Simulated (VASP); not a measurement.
# As3Se (P6_3/mmc) in VASP: notebook, part 2 of 2

VASP 6.6.1. The steps go on from the part before.

## (3) Relaxation of cell and atoms, PBE

This run uses another cell than the first one, of 27.86 Å³/atom.

Contents of INCAR:

```
SYSTEM = As3Se
PREC = Accurate
ENCUT = 600
EDIFF = 1E-6
ISMEAR = 0
SIGMA = 0.2
LREAL = .False.
LASPH = .True.
NELM = 60
ALGO = Normal
ISIF = 3
LWAVE = .False.
LCHARG = .False.
GGA = PE
IBRION = 2
NSW = 36
EDIFFG = -0.08
```

Contents of KPOINTS:

```
regular mesh
0
Gamma
  4 4 2
  0 0 0
```

Contents of POSCAR:

```
As3Se
1.0
    5.2604062100      0.0000000000      0.0000000000
   -2.6302031100      4.5556454100      0.0000000000
    0.0000000000      0.0000000000      9.2998732800
As Se
6 2
Direct
    0.0000000000      0.0000000000      0.2500000000
    0.0000000000      0.0000000000      0.7500000000
    0.3333333300      0.6666666700      0.5830000000
    0.6666666700      0.3333333300      0.0830000000
    0.3333333300      0.6666666700      0.9170000000
    0.6666666700      0.3333333300      0.4170000000
    0.3333333300      0.6666666700      0.2500000000
    0.6666666700      0.3333333300      0.7500000000
```

Potentials or basis: VASP PAW PBE potentials, release 64 (As, Se).

Started as:

```sh
$ cat potpaw_PBE.64/As/POTCAR potpaw_PBE.64/Se/POTCAR > POTCAR
$ mpirun -np 1 vasp_std > vasp.out
```

OUTCAR:

```text
SYSTEM = As3Se
   PREC = Accurate
   ENCUT = 600
   EDIFF = 1E-6
   ISMEAR = 0
   LREAL = .False.
   LASPH = .True.
   NELM = 60
   ISIF = 3
   GGA = PE
   IBRION = 2
   NSW = 36
   EDIFFG = -0.08

 ion  position               nearest neighbor table
   1  0.000  0.000  0.250-
   2  0.000  0.000  0.750-
   3  0.333  0.667  0.583-
   4  0.667  0.333  0.083-
   5  0.333  0.667  0.917-
   6  0.667  0.333  0.417-
   7  0.333  0.667  0.250-
   8  0.667  0.333  0.750-

  LATTYP: Found a hexagonal cell.
 ALAT       =     5.2604062100
 C/A-ratio  =     1.7679002170

  Lattice vectors:

 A1 = (   5.2604062100,   0.0000000000,   0.0000000000)
 A2 = (  -2.6302031100,   4.5556454100,   0.0000000000)
 A3 = (   0.0000000000,   0.0000000000,   9.2998732800)

Analysis of symmetry for initial positions (statically):
[... 174 lines left out ...]

 val. band max:        2.6567342951   @ k =   0.2500   0.2500   0.5000
 cond. band min:       2.7258787837   @ k =   0.2500   0.0000   0.0000
 fundamental gap:      0.0691444886
 Fermi energy:         2.6777227349

 k-point     1 :       0.0000    0.0000    0.0000
  band No.  band energies     occupation
      1     -10.8799      2.00000
      2     -10.4607      2.00000
      3      -7.8927      2.00000
      4      -7.6135      2.00000
      5      -7.5212      2.00000
      6      -6.5679      2.00000
[... 556 lines left out ...]
--------------------------------------- Ionic step        9  -------------------------------------------

 number of electron      41.9999997 magnetization

 Free energy of the ion-electron system (eV)
  ---------------------------------------------------
  ext. energy  EPLUGINS =         0.00000000
  ---------------------------------------------------
  free energy    TOTEN  =       -30.31096140 eV

  energy without entropy =      -30.21003355  energy(sigma->0) =      -30.26049747

 E-fermi :   5.3569     XC(G=0): -10.3032

 val. band max:        5.1446274041   @ k =   0.2500   0.0000   0.5000
 cond. band min:       5.3746858959   @ k =   0.2500   0.2500   0.5000
 fundamental gap:      0.2300584918
 Fermi energy:         5.3568748436

 k-point     1 :       0.0000    0.0000    0.0000
  band No.  band energies     occupation
      1     -10.1654      2.00000
      2      -9.1740      2.00000
      3      -6.8665      2.00000
      4      -5.0791      2.00000
      5      -4.7786      2.00000
      6      -3.8944      2.00000
[... 256 lines left out ...]
  FREE ENERGIE OF THE ION-ELECTRON SYSTEM (eV)
  ---------------------------------------------------
  free  energy   TOTEN  =       -30.3109613955 eV

  energy  without entropy=      -30.2100335509  energy(sigma->0) =      -30.26049747

 reached required accuracy - stopping structural energy minimisation
```

OSZICAR:

```text
N       E                     dE             d eps       ncg     rms          rms(c)
DAV:   1     0.208984262819E+03    0.20898E+03   -0.17812E+04   416   0.149E+03
DAV:   2    -0.714305664098E+01   -0.21613E+03   -0.21269E+03   524   0.197E+02
DAV:   3    -0.270672136708E+02   -0.19924E+02   -0.19487E+02   496   0.628E+01
[... 75 lines left out ...]
DAV:   4    -0.303109834378E+02    0.34721E-03   -0.96458E-04   488   0.152E-01    0.510E-02
DAV:   5    -0.303109569148E+02    0.26523E-04   -0.22903E-04   480   0.702E-02    0.261E-02
DAV:   6    -0.303109592647E+02   -0.23499E-05   -0.12517E-05   510   0.159E-02    0.147E-02
DAV:   7    -0.303109609667E+02   -0.17020E-05   -0.31242E-06   328   0.869E-03    0.204E-03
DAV:   8    -0.303109613955E+02   -0.42883E-06   -0.10479E-06   220   0.477E-03
   9 F= -.30310961E+02 E0= -.30260497E+02  d E =-.862481E-02
```

CONTCAR:

```text
As3Se
   1.00000000000000
     4.8432256081445857    0.0000000004790279   -0.0000000000000000
    -2.4216128082609143    4.1943564110990543   -0.0000000000000000
    -0.0000000000000000    0.0000000000000000    8.2434255709000901
  As              Se
     6     2
Direct
     0.0000000000000000    0.0000000000000000    0.2500000000000000
     0.0000000000000000    0.0000000000000000    0.7500000000000000
     0.3333333300000021    0.6666666699999979    0.5658494781468045
     0.6666666699999979    0.3333333300000021    0.0658494781468046
     0.3333333300000021    0.6666666699999979    0.9341505218531955
     0.6666666699999979    0.3333333300000021    0.4341505218531954
     0.3333333300000021    0.6666666699999979    0.2500000000000000
     0.6666666699999979    0.3333333300000021    0.7500000000000000

  0.00000000E+00  0.00000000E+00  0.00000000E+00
  0.00000000E+00  0.00000000E+00  0.00000000E+00
  0.00000000E+00  0.00000000E+00  0.00000000E+00
  0.00000000E+00  0.00000000E+00  0.00000000E+00
  0.00000000E+00  0.00000000E+00  0.00000000E+00
  0.00000000E+00  0.00000000E+00  0.00000000E+00
  0.00000000E+00  0.00000000E+00  0.00000000E+00
  0.00000000E+00  0.00000000E+00  0.00000000E+00
```

Wall time 11 min (1 thread of Intel Xeon 8259CL, shared host); peak memory 0.42 GiB.

What came out:

```yaml
Free_energy: -30.3110 eV
Relaxed_volume: 20.93 Å³/atom
Relaxed_cell: a = 4.843 Å, b = 4.843 Å, c = 8.243 Å, α = 90.00°, β = 90.00°, γ = 120.00°
Space_group_after_relaxing_to_0.1_Å: P6_3/mmc (No. 194)
Energy_gained_by_relaxing: 312.1 meV/atom
Ionic_steps: 9
Pressure_after_relaxing: 0.2 GPa
Largest_force_after_relaxing: 0.075 eV/Å
Band_gap_on_the_k_mesh: zero (bands 21 and 22 overlap by 1.76 eV)
```

Forces in eV/Å, atoms in the order of the input:
```
As   0.000  0.000  0.000
As   0.000  0.000  0.000
As   0.000  0.000  0.075
As   0.000  0.000  0.075
As   0.000  0.000 -0.075
As   0.000  0.000 -0.075
Se   0.000  0.000  0.000
Se   0.000  0.000  0.000
```

Step by step:
```tsv
step	energy change (eV)	largest force (eV/Å)	pressure (GPa)	volume (Å³)
1	0.0000	0.1940	-10.50	222.87
2	-2.3069	0.2489	-0.20	168.99
3	-2.3071	0.2553	-0.05	168.62
4	-2.3231	0.3154	-0.08	168.34
5	-2.3868	0.3655	-0.03	167.49
6	-2.4841	0.1014	0.74	165.76
7	-2.4854	0.0789	1.27	165.10
8	-2.4882	0.0101	1.00	165.41
9	-2.4968	0.0754	0.24	167.46
```

Final structure:
```xyz
8
Lattice="4.8432 0.0000 0.0000 -2.4216 4.1944 0.0000 0.0000 0.0000 8.2434" Properties=species:S:1:pos:R:3 pbc="T T T"
As    0.0000    0.0000    2.0609
As    0.0000    0.0000    6.1826
As    0.0000    2.7962    4.6645
As    2.4216    1.3981    0.5428
As    0.0000    2.7962    7.7006
As    2.4216    1.3981    3.5789
Se    0.0000    2.7962    2.0609
Se    2.4216    1.3981    6.1826
```

Caveat: the volume moved by over 15 % at a fixed basis, so the end points are rough; the relaxation stopped at a loose force limit of 0.08 eV/Å, so its end isn't a converged minimum.

The gap in the log of VASP goes by the Fermi energy; the results here count the filled bands.